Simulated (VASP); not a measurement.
Tc:

```
CELL_PARAMETERS angstrom
0.00000 1.95000 1.95000
1.95000 0.00000 1.95000
1.95000 1.95000 0.00000
ATOMIC_POSITIONS crystal
Tc 0.00000 0.00000 0.00000
```

| Item | Value |
| --- | --- |
| Program | VASP 6.6.1 |
| Task | relaxation of cell and atoms |
| Functional | r2SCAN |
| Dispersion | D3(BJ) |
| Potentials or basis | VASP PAW PBE potentials, release 64 (Tc_pv) |
| Cutoff | 600 eV |
| k mesh | 12 × 12 × 12 |
| Occupations | fermi-dirac, width 0.05 eV |
| Spin | no spin polarisation |

At the start: pressure -13.6 GPa; volume 14.83 Å³/atom.

Problem. Where does the relaxation end?

Solution. Over 7 steps the energy falls by 29.6 meV/atom and the volume is 14.16 Å³/atom (-4.5 %); space group Fm-3m (No. 225, to 0.05 Å).

The path:
| step | energy change (eV) | largest force (eV/Å) | pressure (GPa) | volume (Å³) |
| --- | --- | --- | --- | --- |
| 1 | 0.0000 | 0.0000 | -13.61 | 14.83 |
| 2 | 0.2962 | 0.0000 | 63.24 | 12.29 |
| 3 | -0.0295 | 0.0000 | -0.85 | 14.20 |
| 4 | -0.0296 | 0.0000 | -0.15 | 14.17 |
| 5 | -0.0296 | 0.0000 | 0.14 | 14.16 |
| 6 | -0.0296 | 0.0000 | -0.31 | 14.18 |
| 7 | -0.0296 | 0.0000 | 0.03 | 14.16 |

Final structure:
```
Tc
1.0
     0.00000    1.92020    1.92020
     1.92020    0.00000    1.92020
     1.92020    1.92020    0.00000
Tc
1
Direct
  0.00000 0.00000 0.00000
```

Caveat: the PAW data sets were made with another functional, which shifts forces and pressure a little; pairwise dispersion overbinds metals, which lowers pressure and volume.
